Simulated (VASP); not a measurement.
# Si in VASP: a series of runs

Runs on Si. Level: PBE. Tasks: single point.

All numbers are computed with VASP 6.6.1; they aren't measurements. Logs are shortened: lines on timing, memory, paths and dates and some standing lists are left out, and cuts for length are marked.

**1. The cell of the first run**

The cell holds a slab with vacuum, 2 atoms: a = 3.626 Å, b = 3.626 Å, c = 28.000 Å, α = 90.00°, β = 90.00°, γ = 120.00°.

**2. Single point, PBE**

INCAR reads:

```
  PREC = Accurate
  ENCUT = 520
  EDIFF = 1E-6
  ISMEAR = 0
  SIGMA = 0.1
  LREAL = F
  LASPH = T
  NELM = 100
  ALGO = Normal
  ISIF = 2
  LWAVE = F
  LCHARG = T
  LDIPOL = T
  IDIPOL = 3
  DIPOL = 0.5 0.5 0.500
  GGA = PE
  LELF = T
  LVHAR = T
  LVACPOTAV = T
  NBANDS = 11
```

KPOINTS reads:

```
regular mesh
0
Gamma
  15 15 1
```

POSCAR reads:

```
Si
1.0
    3.6260000000      0.0000000000      0.0000000000
   -1.8130000000      3.1402081141      0.0000000000
    0.0000000000      0.0000000000     28.0000000000
Si
2
Direct
    0.3333333333      0.6666666667      0.5127500000
    0.6666666667      0.3333333333      0.4872500000
```

Potentials or basis: VASP PAW PBE potentials, release 64 (Si).

Run with:

```
> cat potpaw_PBE.64/Si/POTCAR > POTCAR
> mpirun -np 1 vasp_std > vasp.out
```

OUTCAR:

```text
PREC = Accurate
   ENCUT = 520
   EDIFF = 1E-6
   ISMEAR = 0
   LREAL = F
   LASPH = T
   NELM = 100
   ISIF = 2
   GGA = PE

 ion  position               nearest neighbor table
   1  0.333  0.667  0.513-   2 2.21   2 2.21   2 2.21
   2  0.667  0.333  0.487-   1 2.21   1 2.21   1 2.21

  LATTYP: Found a hexagonal cell.
 ALAT       =     3.6260000000
 C/A-ratio  =     7.7220077220

  Lattice vectors:

 A1 = (   3.6260000000,   0.0000000000,   0.0000000000)
 A2 = (  -1.8130000000,   3.1402081141,   0.0000000000)
 A3 = (   0.0000000000,   0.0000000000,  28.0000000000)

Analysis of symmetry for initial positions (statically):
=====================================================================
 Subroutine PRICEL returns:
 Original cell was already a primitive cell.

 Routine SETGRP: Setting up the symmetry group for a
 hexagonal supercell.

 Subroutine GETGRP returns: Found 12 space group operations
 (whereof 12 operations were pure point group operations)
 out of a pool of 24 trial point group operations.

The static configuration has the point symmetry D_3d.

Analysis of symmetry for dynamics (positions and initial velocities):
=====================================================================
 Subroutine PRICEL returns:
 Original cell was already a primitive cell.

 Routine SETGRP: Setting up the symmetry group for a
 hexagonal supercell.

 Subroutine GETGRP returns: Found 12 space group operations
 (whereof 12 operations were pure point group operations)
 out of a pool of 24 trial point group operations.

The dynamic configuration has the point symmetry D_3d.

 Subroutine INISYM returns: Found 12 space group operations
 (whereof 12 operations are pure point group operations),
 and found     1 'primitive' translations

----------------------------------------------------------------------------------------

                                     Primitive cell

  volume of cell :     318.8190

  direct lattice vectors                    reciprocal lattice vectors
     3.626000000  0.000000000  0.000000000     0.275785990  0.159225116  0.000000000
    -1.813000000  3.140208114  0.000000000     0.000000000  0.318450231  0.000000000
     0.000000000  0.000000000 28.000000000     0.000000000  0.000000000  0.035714286

  length of vectors
     3.626000000  3.626000000 28.000000000     0.318450231  0.318450231  0.035714286

  position of ions in fractional coordinates (direct lattice)
     0.333333333  0.666666667  0.512750000
     0.666666667  0.333333333  0.487250000

  ion indices of the primitive-cell ions
   primitive index   ion index
                 1           1
                 2           2

----------------------------------------------------------------------------------------

 KPOINTS: regular mesh

Automatic generation of k-mesh.
 Grid dimensions read from file:
 generate k-points for:   15   15    1

 Generating k-lattice:

  Cartesian coordinates                     Fractional coordinates (reciprocal lattice)
     0.018385733  0.010615008  0.000000000     0.066666667  0.000000000  0.000000000
     0.000000000  0.021230015  0.000000000     0.000000000  0.066666667  0.000000000
     0.000000000  0.000000000  0.035714286     0.000000000  0.000000000  1.000000000

  Length of vectors
     0.021230015  0.021230015  0.035714286

  Shift w.r.t. Gamma in fractional coordinates (k-lattice)
     0.000000000  0.000000000  0.000000000

 Subroutine IBZKPT returns following result:
 ===========================================

 Found     27 irreducible k-points:

 Following reciprocal coordinates:
            Coordinates               Weight
  0.000000  0.000000  0.000000      1.000000
  0.066667 -0.000000  0.000000      6.000000
  0.133333  0.000000  0.000000      6.000000
  0.200000  0.000000  0.000000      6.000000
  0.266667  0.000000  0.000000      6.000000
  0.333333  0.000000  0.000000      6.000000
[... 16 lines left out ...]
  0.333333  0.200000  0.000000     12.000000
  0.400000  0.200000  0.000000      6.000000
 [... further k-points ...]
   k-points           NKPTS =     27   k-points in BZ     NKDIM =     27   number of bands    NBANDS=     11
   number of dos      NEDOS =    301   number of ions     NIONS =      2
   total plane-waves  NPLWV = 164640
   dimension x,y,z NGX =    28 NGY =   28 NGZ =  210
   dimension x,y,z NGXF=    56 NGYF=   56 NGZF=  420
   ions per type =               2
   NGX,Y,Z   is equivalent  to a cutoff of  12.84, 12.84, 12.47 a.u.
   NGXF,Y,Z  is equivalent  to a cutoff of  25.68, 25.68, 24.94 a.u.
 SYSTEM =  unknown system
   PREC   = accura    normal or accurate (medium, high low for compatibility)
   ISTART =      0    job   : 0-new  1-cont  2-samecut
   ICHARG =      2    charge: 1-file 2-atom 10-const
   ISPIN  =      1    spin polarized calculation?
   LNONCOLLINEAR =      F non collinear calculations
   LSORBIT =      F    spin-orbit coupling
   LASPH  =      T    aspherical Exc in radial PAW
   ENCUT  =  520.0 eV  38.22 Ry    6.18 a.u.   6.74  6.74 52.06*2*pi/ulx,y,z
   NELM   =    100;   NELMIN=  2; NELMDL= -5     # of ELM steps
   EDIFF  = 0.1E-05   stopping-criterion for ELM
   LREAL  =      F    real-space projection
   EDIFFG = 0.1E-04   stopping-criterion for IOM
   NSW    =      0    number of steps for IOM
   IBRION =     -1    ionic relax: 0-MD 1-quasi-New 2-CG
   NFREE  =      0    steps in history (QN), initial steepest desc. (CG)
   ISIF   =      2    stress and relaxation
   ISYM   =      2    0-nonsym 1-usesym 2-fastsym
   POTIM  = 0.5000    time-step for ionic-motion
   TEBEG  =    0.0;   TEEND  =   0.0 temperature during run
   PSTRESS=    0.0 pullay stress
   NELECT =       8.0000    total number of electrons
   NUPDOWN=      -1.0000    fix difference up-down
   EMIN   =  10.00;   EMAX   =-10.00  energy-range for DOS
   EFERMI =   0.00;   METHOD = LEGACY
   ISMEAR =     0;   SIGMA  =   0.10  broadening in eV -4-tet -1-fermi 0-gaus
   EFERMI_NEDOS =   21; number of points for ismear=-14 and -15
   IALGO  =     38    algorithm
   IMIX   =      4    mixing-type and parameters
     AMIX     =   0.40;   BMIX     =  1.00
     AMIX_MAG =   1.60;   BMIX_MAG =  1.00
  volume/ion in A,a.u.               =     159.41      1075.75
  Fermi-wavevector in a.u.,A,eV,Ry     =   0.479281  0.905709  3.125396  0.229710
  Thomas-Fermi vector in A             =   1.476213
   LORBIT       =      0    0 simple, 1 ext, 2 COOP (PROOUT), +10 PAW based schemes
   GGA     = PE    functional components
   LHFCALC =     F    Hartree Fock is set to
   AEXX    =    0.0000 exact exchange contribution
   IVDW    =     0    specifies the selected vdW correction
   LEPSILON=     F    determine dielectric tensor
   LRPA    =     F    only Hartree local field effects (RPA)
 non-spin polarized calculation
 Gauss-broadening in eV      SIGMA  =   0.10
  energy-cutoff  :      520.00
  volume of cell :      318.82
 maximum number of plane-waves:      8616
 NGX is ok and might be reduce to    28
   NGX = 13   NGY = 13   NGZ =105

 number of electron       7.9999999 magnetization

 dipolmoment           0.000000      0.000000     -0.000000 electrons x Angstroem

 Free energy of the ion-electron system (eV)
  ---------------------------------------------------
  ext. energy  EPLUGINS =         0.00000000
  ---------------------------------------------------
  free energy    TOTEN  =        -9.27898188 eV

  energy without entropy =       -9.27789536  energy(sigma->0) =       -9.27843862

 E-fermi :  -3.1911     XC(G=0):  -1.6532

 val. band max:       -3.1937166326   @ k =   0.3333   0.3333   0.0000
 cond. band min:      -2.7547810688   @ k =   0.3333   0.2667   0.0000
 fundamental gap:      0.4389355637
 Fermi energy:        -3.1911373312

 k-point     1 :       0.0000    0.0000    0.0000
  band No.  band energies     occupation
      1     -14.4700      2.00000
      2      -6.8702      2.00000
      3      -3.3254      1.94242
      4      -3.3254      1.94242
      5      -1.4023      0.00000
      6       0.7504      0.00000
      7       0.7504      0.00000
      8       0.8583      0.00000
      9       1.0328      0.00000
     10       1.2335      0.00000
     11       1.6937      0.00000

 k-point     2 :       0.0667   -0.0000    0.0000
  band No.  band energies     occupation
      1     -14.4096      2.00000
      2      -6.8177      2.00000
      3      -3.7690      2.00000
      4      -3.4538      1.99980
      5      -1.3586      0.00000
      6       0.6124      0.00000
      7       0.9859      0.00000
      8       1.0163      0.00000
      9       1.2991      0.00000
     10       1.3727      0.00000
     11       1.6895      0.00000

 k-point     3 :       0.1333    0.0000    0.0000
  band No.  band energies     occupation
      1     -14.2291      2.00000
      2      -6.6705      2.00000
      3      -4.7422      2.00000
      4      -3.7637      2.00000
      5      -1.2393      0.00000
      6       0.2349      0.00000
      7       1.2276      0.00000
      8       1.4931      0.00000
      9       1.6101      0.00000
     10       1.8403      0.00000
     11       1.9496      0.00000

 k-point     4 :       0.2000    0.0000    0.0000
  band No.  band energies     occupation
      1     -13.9306      2.00000
      2      -6.5479      2.00000
      3      -5.7441      2.00000
      4      -4.1302      2.00000
      5      -1.0987      0.00000
      6      -0.2023      0.00000
      7       1.5518      0.00000
      8       1.7450      0.00000
      9       1.9863      0.00000
     10       2.2905      0.00000
     11       2.4633      0.00000
[... 239 lines left out ...]
 k-point    22 :       0.2667    0.2000    0.0000
  band No.  band energies     occupation
      1     -12.3357      2.00000
      2      -8.9262      2.00000
      3      -6.4760      2.00000
      4      -4.7364      2.00000
      5      -1.7995      0.00000
      6       1.4089      0.00000
      7       1.7091      0.00000
      8       1.9971      0.00000
      9       3.3994      0.00000
     10       3.5853      0.00000
     11       3.7614      0.00000

 k-point    23 :       0.3333    0.2000    0.0000
  band No.  band energies     occupation
      1     -11.7427      2.00000
      2      -9.7008      2.00000
      3      -6.7559      2.00000
      4      -4.1924      2.00000
      5      -2.3760      0.00000
      6       1.1864      0.00000
      7       1.5805      0.00000
      8       2.5048      0.00000
      9       4.0965      0.00000
     10       4.2773      0.00000
     11       4.5700      0.00000

 k-point    24 :       0.4000    0.2000    0.0000
  band No.  band energies     occupation
      1     -11.3774      2.00000
      2     -10.1321      2.00000
      3      -6.8460      2.00000
      4      -3.8656      2.00000
      5      -2.7235      0.00000
      6       1.0937      0.00000
      7       1.5319      0.00000
      8       3.0258      0.00000
      9       3.5587      0.00000
     10       5.1313      0.00000
     11       5.2854      0.00000

 [... further k-points ...]
[... 5 lines left out ...]
  --------------------------------------------------------------------------------------
  -------------------------------------------------------------------------------------
  Total        4.2431962      4.2431962     -0.0522117      0.0000000     -0.0000000      0.0000000
  in kB       21.3235465     21.3235465     -0.2623819      0.0000000     -0.0000000      0.0000000
  external PRESSURE =      14.1282370 kB  Pullay stress =       0.0000000 kB

 VOLUME and BASIS-vectors are now :
 -----------------------------------------------------------------------------
  energy-cutoff  :      520.00
  volume of cell :      318.82
      direct lattice vectors                 reciprocal lattice vectors
     3.626000000  0.000000000  0.000000000     0.275785990  0.159225116  0.000000000
    -1.813000000  3.140208114  0.000000000     0.000000000  0.318450231  0.000000000
     0.000000000  0.000000000 28.000000000     0.000000000  0.000000000  0.035714286

 POSITION                                       TOTAL-FORCE (eV/Angst)
 -----------------------------------------------------------------------------------
     -0.00000      2.09347     14.35700         0.000000     -0.000000     -0.067901
      1.81300      1.04674     13.64300        -0.000000      0.000000      0.067901
 -----------------------------------------------------------------------------------
    total drift:                               -0.000000     -0.000000     -0.000000

  FREE ENERGIE OF THE ION-ELECTRON SYSTEM (eV)
  ---------------------------------------------------
  free  energy   TOTEN  =        -9.2789818757 eV

  energy  without entropy=       -9.2778953553  energy(sigma->0) =       -9.27843862

 vacuum level on the upper side and lower side of the slab         1.267         1.267
```

It took 88 s on 1 thread of AMD EPYC 9R45 (Zen 5), shared host; peak memory 0.4 GiB.

Results:

```
Free energy            : -9.2790 eV
Largest force          : 0.068 eV/Å
Band gap on the k mesh : zero (filled and empty bands touch)
```

Forces in eV/Å, atoms in the order of the input:
```
Si   0.000  0.000 -0.068
Si   0.000  0.000  0.068
```

**3. Single point, PBE**

INCAR reads:

```
  PREC = Accurate
  ENCUT = 520
  EDIFF = 1E-6
  ISMEAR = 0
  SIGMA = 0.1
  LREAL = False
  LASPH = True
  NELM = 80
  ALGO = Normal
  ISIF = 2
  LWAVE = False
  LCHARG = False
  LDIPOL = True
  IDIPOL = 3
  DIPOL = 0.5 0.5 0.500
  GGA = PE
  NBANDS = 11
```

KPOINTS is that of step 2.

POSCAR reads:

```
Si
1.0
    3.6260000000      0.0000000000      0.0000000000
   -1.8130000000      3.1402081141      0.0000000000
    0.0000000000      0.0000000000     28.0000000000
Si
2
Direct
    0.3333333333      0.6666666667      0.5178571429
    0.6666666667      0.3333333333      0.4821428571
```

Potentials or basis: VASP PAW PBE potentials, release 64 (Si).

Run with:

```
> cat potpaw_PBE.64/Si/POTCAR > POTCAR
> mpirun -np 1 vasp_std > vasp.out
```

Wall time 98 s (1 thread of AMD EPYC 9R45 (Zen 5), shared host); peak memory 0.4 GiB.

It converged, with:

```yaml
Free_energy: -9.0639 eV
Largest_force: 1.233 eV/Å
Band_gap_on_the_k_mesh: zero (bands 4 and 5 overlap by 0.89 eV)
```

Forces in eV/Å, atoms in the order of the input:
```
Si   0.000  0.000 -1.233
Si   0.000  0.000  1.233
```

Levels at points of the mesh, in eV from the Fermi level:
| k point | band 2 | band 3 | band 4 | band 5 | band 6 | band 7 |
| --- | --- | --- | --- | --- | --- | --- |
| (0.00, 0.00, 0.00) | -4.15 | 0.48 | 0.48 | 0.84 | 3.88 | 4.18 |

**4. Single point, PBE**

This run uses another cell than the first one.

INCAR reads:

```
PREC     = Accurate       # precision mode
ENCUT    = 520            # plane-wave cutoff, eV
EDIFF    = 1E-6           # SCF threshold, eV
ISMEAR   = 0              # smearing method
SIGMA    = 0.1            # smearing width, eV
LREAL    = False          # projectors in reciprocal space
LASPH    = True           # aspherical terms in the spheres
NELM     = 60             # most SCF steps
ALGO     = Normal         # electronic algorithm
ISIF     = 2              # what is computed and relaxed
LWAVE    = False          # write WAVECAR
LCHARG   = True           # write CHGCAR
LDIPOL   = True         
IDIPOL   = 3            
DIPOL    = 0.5 0.5 0.500
GGA      = PE             # functional
LELF     = True           # ELF
LVHAR    = True         
LVACPOTAV= True         
NBANDS   = 11             # bands
```

KPOINTS reads:

```
Automatic mesh
0
Gamma
  15 15 1
```

POSCAR reads:

```
Si
1.0
    3.6880000000      0.0000000000      0.0000000000
   -1.8440000000      3.1939016892      0.0000000000
    0.0000000000      0.0000000000     28.0000000000
Si
2
Direct
    0.3333333333      0.6666666667      0.5051071429
    0.6666666667      0.3333333333      0.4948928571
```

Run with:

```
> cat potpaw_PBE.64/Si/POTCAR > POTCAR
> mpirun -np 1 vasp_std > vasp.out
```

It took 92 s on 1 thread of AMD EPYC 9R45 (Zen 5), shared host; peak memory 0.4 GiB.

The run converged. Its results:

| Property | Result |
| --- | --- |
| Free energy | -9.2664 eV |
| Largest force | 0.533 eV/Å |
| Band gap on the k mesh | zero (filled and empty bands touch) |

Forces on the atoms (eV/Å):
```
Si   0.000  0.000  0.533
Si   0.000  0.000 -0.533
```

Levels at points of the mesh, in eV from the Fermi level:
| k point | band 1 | band 2 | band 3 | band 4 | band 5 | band 6 | band 7 | band 8 |
| --- | --- | --- | --- | --- | --- | --- | --- | --- |
| (0.00, 0.00, 0.00) | -11.89 | -3.54 | -1.39 | -1.39 | 2.69 | 2.98 | 2.98 | 3.14 |

(Continued in part 2 of 2.)
